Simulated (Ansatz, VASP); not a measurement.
Two plane-wave programs on CdO

```xyz
2
Lattice="0.0000 2.3610 2.3610 2.3610 0.0000 2.3610 2.3610 2.3610 0.0000" Properties=species:S:1:pos:R:3 pbc="T T T"
Cd    0.0000    0.0000    0.0000
O     2.3610    2.3610    2.3610
```

Alike in both runs: task single point; functional LDA; k mesh 6 × 6 × 6; occupations gaussian, width 0.1 eV; no spin polarisation.

|  | VASP | Ansatz |
| --- | --- | --- |
| version | VASP 6.6.1 | Ansatz 0.2.0 |
| potentials or method | VASP PAW LDA potentials, release 64 (Cd, O), cutoff 600 eV | scalar-relativistic, plane waves, PAW |
| valence electrons in the cell | 18 | 26 |

|  | VASP | Ansatz | Ansatz less VASP |
| --- | --- | --- | --- |
| gap on the k mesh at the Fermi level (eV) | none | none | - |
| pressure (GPa) | -6.5 | -8.0 | -1.43 |

LDA's correlation is that of Perdew and Zunger in VASP and of Perdew and Wang (1992) in Ansatz. A gap of «none» marks a metal or a gap that the smearing closes. VASP's potentials hold 18 valence electrons a cell and Ansatz's 26, so a difference there can come from the potentials and not from the codes.

The k mesh is coarse, so the values compare programs but aren't converged.
